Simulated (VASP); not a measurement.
Ge: single point with PBEsol

The system is Ge.

```xyz
1
Lattice="1.4181 -2.6005 0.0000 1.4181 2.6005 0.0000 0.0000 0.0000 2.6982" Properties=species:S:1:pos:R:3 pbc="T T T"
Ge    1.4181    0.0000    0.0000
```

This cell differs from its parent crystal: strain +0.0150 x Voigt [1, 0, 0, 0, 0, 0].

```
Program             : VASP 6.6.1
Task                : single point
Functional          : PBEsol
Potentials or basis : VASP PAW PBE potentials, release 64 (Ge_d)
Cutoff              : 520 eV
k mesh              : 20 × 20 × 18
Occupations         : gaussian, width 0.15 eV
Spin                : no spin polarisation
```

The pressure is -5.1 GPa. The band gap on the k mesh is zero (bands 7 and 8 overlap by 9.64 eV).

Stress tensor (GPa, compression positive):
```
-5.09  0.00  0.00
 0.00 -5.95  0.00
 0.00  0.00 -4.29
```

Levels at points of the mesh, in eV from the Fermi level:
```
           k point  band 5  band 6  band 7  band 8  band 9  band 10
(0.00, 0.00, 0.00)  -24.44  -12.76    6.75    7.09    8.22    10.23
(0.50, 0.00, 0.00)  -24.46   -7.91   -5.24    3.42    7.43    10.44
(0.50, 0.50, 0.00)  -24.45   -8.57   -5.41    4.79    8.75     9.93
(0.00, 0.00, 0.50)  -24.47   -8.97   -5.62    9.92   11.04    15.89
(0.50, 0.00, 0.50)  -24.37   -3.76   -2.15   -1.69    3.60     6.30
(0.50, 0.50, 0.50)  -24.39   -4.50   -2.27   -2.18    3.30     7.68
```

It took 55 s on 1 thread of Intel(R) Xeon(R) 6975P-C (Granite Rapids), on a shared host, peak memory 0.36 GiB.

Caveat: the cell differs from its parent crystal (strain +0.0150 x Voigt [1, 0, 0, 0, 0, 0]); the cell stands under tension; the PAW data sets were made with another functional, which shifts forces and pressure a little.
